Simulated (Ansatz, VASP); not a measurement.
## Co: VASP beside Ansatz

```
Co
1.0
     2.40746    0.00000    0.00000
    -1.20373    2.08492    0.00000
     0.00000    0.00000    3.88699
Co
2
Direct
  0.33333 0.66667 0.25000
  0.66667 0.33333 0.75000
```

Alike in both runs: task single point; functional revPBE; k mesh 23 × 23 × 13; occupations fermi-dirac, width 0.05 eV; collinear spin.

|  | VASP | Ansatz |
| --- | --- | --- |
| version | VASP 6.6.1 | Ansatz 0.2.0 |
| potentials or method | VASP PAW PBE potentials, release 64 (Co), cutoff 520 eV | plane waves (420 eV) with PAW, scalar-relativistic |
| valence electrons in the cell | 18 | 34 |

VASP gave:

* net moment per atom (μB): 1.54
* size of the moment on the site where the two differ most (μB): 1.54

Task: Estimate Ansatz's values.

Result: net moment per atom (μB): 1.54; size of the moment on the site where the two differ most (μB): 1.61.

VASP's potentials were made for PBE, not for revPBE. Site moments also hang on the region over which each program counts them. VASP's potentials hold 18 valence electrons a cell and Ansatz's 34, so a difference there can come from the potentials and not from the codes.
